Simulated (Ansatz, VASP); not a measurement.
# One calculation of Mg, two programs

```xyz
1
Lattice="0.0000 2.2443 2.2443 2.2443 0.0000 2.2443 2.2443 2.2443 0.0000" Properties=species:S:1:pos:R:3 pbc="T T T"
Mg    0.0000    0.0000    0.0000
```

Alike in both runs: task electric field gradients; functional PBEsol; k mesh 10 × 10 × 10; occupations tetrahedron; no spin polarisation.

```csv
,VASP,Ansatz
version,VASP 6.6.1,Ansatz 0.2.0
potentials or method,"VASP PAW PBE potentials, release 64 (Mg), cutoff 520 eV","scalar-relativistic, plane waves, PAW"
valence electrons in the cell,2,10
```

|  | VASP | Ansatz | Ansatz less VASP |
| --- | --- | --- | --- |
| gap on the k mesh at the Fermi level (eV) | none | none | - |
| pressure (GPa) | -0.2 | -0.2 | +0.05 |

VASP's potentials were made for PBE, not for PBEsol. A gap of «none» marks a metal or a gap that the smearing closes. VASP's potentials hold 2 valence electrons a cell and Ansatz's 10, so a difference there can come from the potentials and not from the codes. Ansatz's warnings: band table not solved further, tetrahedron derivatives may miss energy slope.
